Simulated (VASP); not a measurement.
Write the native input for VASP 6.6.1 that does the following.

| Quantity | Value |
| --- | --- |
| Task | single point |
| Functional | LDA |
| Potentials or basis | VASP PAW LDA potentials, release 64 (Pt) |
| Cutoff | 520 eV |
| k mesh | 22 × 22 × 22 |
| Occupations | gaussian, width 0.15 eV |
| Spin | no spin polarisation |
| Dipole correction | no |
| Further INCAR settings | ALGO = Fast; EDIFF = 1e-07; NBANDS = 11 |

The structure of Pt lies in POSCAR:

```
Pt
1.0
   -0.7281635360      1.7141089308      1.7141089308
    1.7141089308     -0.7281635360      1.7141089308
    1.7141089308      1.7141089308     -0.7281635360
Pt
1
Direct
    0.0000000000      0.0000000000      0.0000000000
```

The input as run:

INCAR

```
SYSTEM = Pt
PREC = Accurate
ENCUT = 520
EDIFF = 1E-7
ISMEAR = 0
SIGMA = 0.15
LREAL = .FALSE.
LASPH = .TRUE.
NELM = 100
ALGO = Fast
ISIF = 2
LWAVE = .FALSE.
LCHARG = .FALSE.
NBANDS = 11
```

KPOINTS

```
regular mesh
0
G
  22 22 22
  0 0 0
```

Potentials or basis: VASP PAW LDA potentials, release 64 (Pt).

The run is started by

```console
$ cat potpaw_LDA.64/Pt/POTCAR > POTCAR
$ mpirun -np 1 vasp_std > vasp.out
```

It gave:

The pressure is 13.5 GPa and the band gap on the k mesh is zero (bands 5 and 6 overlap by 4.09 eV).

Caveat: the cell stands under pressure; spin-orbit coupling is left out, which moves the levels of the heavy elements.

Run time: 62 s on 1 thread of Intel(R) Xeon(R) 6975P-C (Granite Rapids), with other jobs on the host, peak memory 0.28 GiB.
